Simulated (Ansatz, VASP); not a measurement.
**One calculation of KI, two programs**

```
K I
1.0
     0.00000    3.53277    3.53277
     3.53277    0.00000    3.53277
     3.53277    3.53277    0.00000
K I
1 1
Direct
  0.00000 0.00000 0.00000
  0.50000 0.50000 0.50000
```

Alike in both runs: task relaxation of cell and atoms; functional PBEsol; k mesh 8 × 8 × 8; occupations fermi-dirac, width 0.1 eV; no spin polarisation.

```csv
,VASP,Ansatz
version,VASP 6.6.1,Ansatz 0.2.0
potentials or method,"VASP PAW PBE potentials, release 64 (K_sv, I)","PAW with Ansatz's default frozen-core files, scalar-relativistic"
plane-wave cutoff (eV),600,420
valence electrons in the cell,16,26
```

```tsv
	VASP	Ansatz	Ansatz less VASP
relaxed volume (Å³/atom)	43.16	42.97	-0.196
relaxed cell length with the largest relative difference (Å)	4.961	4.953	-0.0075
```

VASP's potentials were made for PBE, not for PBEsol. VASP's potentials hold 16 valence electrons a cell and Ansatz's 26, so a difference there can come from the potentials and not from the codes.

Neither program's run includes spin-orbit coupling.
